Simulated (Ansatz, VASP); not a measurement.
## AgBr: VASP beside Ansatz

```
Ag Br
1.0
     0.00000    2.89276    2.89276
     2.89276    0.00000    2.89276
     2.89276    2.89276    0.00000
Ag Br
1 1
Direct
  0.00000 0.00000 0.00000
  0.50000 0.50000 0.50000
```

Alike in both runs: task single point; functional PBE; k mesh 8 × 8 × 8; occupations fermi-dirac, width 0.02 eV; no spin polarisation.

|  | VASP | Ansatz |
| --- | --- | --- |
| version | VASP 6.6.1 | Ansatz 0.2.0 |
| potentials or method | VASP PAW PBE potentials, release 64 (Ag_sv_GW, Br) | plane waves, PAW |
| plane-wave cutoff (eV) | 630 | 420 |
| valence electrons in the cell | 26 | 26 |

|  | VASP | Ansatz | Ansatz less VASP |
| --- | --- | --- | --- |
| pressure (GPa) | 1.1 | 1.2 | +0.07 |

The functional is the same, so the differences come from potentials, cutoffs and numerics.
